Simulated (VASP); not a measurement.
Input of a VASP 6.6.1 run:

Contents of INCAR:

```
PREC = Accurate
ENCUT = 570
EDIFF = 1E-7
ISMEAR = 0
SIGMA = 0.1
LREAL = F
LASPH = T
NELM = 120
ALGO = Normal
ISIF = 3
LWAVE = F
LCHARG = F
GGA = PE
IBRION = 2
NSW = 90
EDIFFG = -0.04
GGA_COMPAT = F
NELMIN = 4
```

Contents of KPOINTS:

```
Automatic mesh
0
Gamma
  4 4 4
```

Contents of POSCAR:

```
PtW2
1.0
    0.0000000000      3.6253761436      3.6253761436
    3.6253761436      0.0000000000      3.6253761436
    3.6253761436      3.6253761436      0.0000000000
Pt W
2 4
Direct
    0.0000000000      0.0000000000      0.0000000000
    0.2500000000      0.2500000000      0.2500000000
    0.6250000000      0.6250000000      0.6250000000
    0.1250000000      0.6250000000      0.6250000000
    0.6250000000      0.6250000000      0.1250000000
    0.6250000000      0.1250000000      0.6250000000
```

Potentials or basis: VASP PAW PBE potentials, release 64 (Pt_sv_GW, W_sv).

Command:

```bash
$ cat potpaw_PBE.64/Pt_sv_GW/POTCAR potpaw_PBE.64/W_sv/POTCAR > POTCAR
$ mpirun -np 1 vasp_std > vasp.out
```

Task: Estimate the space group after relaxing (to 0.1 Å).

Result: Fd-3m (No. 227).

Task: What does it give for the band gap on the k mesh?

Result: Zero (bands 46 and 47 overlap by 2.51 eV).

Task: Predict the relaxed cell.

Result: a = 5.219 Å, b = 5.219 Å, c = 5.219 Å, α = 60.00°, β = 60.00°, γ = 60.00°.

Final structure:
```
Pt W
1.0
     0.00000    3.69035    3.69035
     3.69035    0.00000    3.69035
     3.69035    3.69035    0.00000
Pt W
2 4
Direct
  0.00000 0.00000 0.00000
  0.25000 0.25000 0.25000
  0.62500 0.62500 0.62500
  0.12500 0.62500 0.62500
  0.62500 0.62500 0.12500
  0.62500 0.12500 0.62500
```

Caveat: the k points lie up to 0.37 Å⁻¹ apart in the final cell, too coarse for converged energies and pressures of a metal; spin-orbit coupling is left out, which moves the levels of the heavy elements.
